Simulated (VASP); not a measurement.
Write the native input for VASP 6.6.1 that does the following.

| Quantity | Value |
| --- | --- |
| Task | single point |
| Functional | r2SCAN |
| Potentials or basis | VASP PAW PBE potentials, release 64 (Ir_sv_GW) |
| Cutoff | 550 eV |
| k mesh | 14 × 14 × 14 |
| Occupations | gaussian, width 1 eV |
| Spin | no spin polarisation |
| Dipole correction | no |
| Further INCAR settings | ALGO = Normal; EDIFF = 1e-06; NBANDS = 14 |

Crystal: Ir.

```
CELL_PARAMETERS angstrom
0.00000 1.92285 1.92285
1.92285 0.00000 1.92285
1.92285 1.92285 0.00000
ATOMIC_POSITIONS crystal
Ir 0.00000 0.00000 0.00000
```

The input as run:

POSCAR

```
Ir
1.0
    0.0000000000      1.9228496764      1.9228496764
    1.9228496764      0.0000000000      1.9228496764
    1.9228496764      1.9228496764      0.0000000000
Ir
1
Direct
    0.0000000000      0.0000000000      0.0000000000
```

INCAR.step1

```
SYSTEM = Ir
PREC = Accurate
ENCUT = 550
ISMEAR = 0
SIGMA = 1.0
LREAL = .FALSE.
LASPH = .TRUE.
NELM = 120
NBANDS = 14
GGA = PE
ALGO = Normal
EDIFF = 1E-5
LWAVE = .TRUE.
LCHARG = .FALSE.
GGA_COMPAT = .FALSE.
```

INCAR.step2

```
SYSTEM = Ir
PREC = Accurate
ENCUT = 550
EDIFF = 1E-6
ISMEAR = 0
SIGMA = 1.0
LREAL = .FALSE.
LASPH = .TRUE.
NELM = 120
ALGO = Normal
ISIF = 2
LWAVE = .FALSE.
LCHARG = .TRUE.
METAGGA = R2SCAN
LMIXTAU = .TRUE.
LELF = .TRUE.
LVHAR = .TRUE.
NBANDS = 14
ISTART = 1
GGA_COMPAT = .FALSE.
```

KPOINTS

```
Automatic mesh
0
G
  14 14 14
  0 0 0
```

Potentials or basis: VASP PAW PBE potentials, release 64 (Ir_sv_GW).

Run with:

```sh
$ cat potpaw_PBE.64/Ir_sv_GW/POTCAR > POTCAR
$ cp INCAR.step1 INCAR
$ mpirun -np 1 vasp_std > vasp.out
$ cp INCAR.step2 INCAR
$ mpirun -np 1 vasp_std > vasp.out
```

Results of the run:

| Property | Result |
| --- | --- |
| Pressure | 2.1 GPa |
| Band gap on the k mesh | zero (an odd number of electrons rules out a gap without spin polarisation) |

Caveat: so wide a smearing shifts energies and pressures; the PAW data sets were made with another functional, which shifts forces and pressure a little; spin-orbit coupling is left out, which moves the levels of the heavy elements.

It took 100 s on 1 thread of Intel(R) Xeon(R) Platinum 8175M CPU @ 2.50GHz (Skylake/Cascade Lake), on a shared host, peak memory 0.17 GiB.
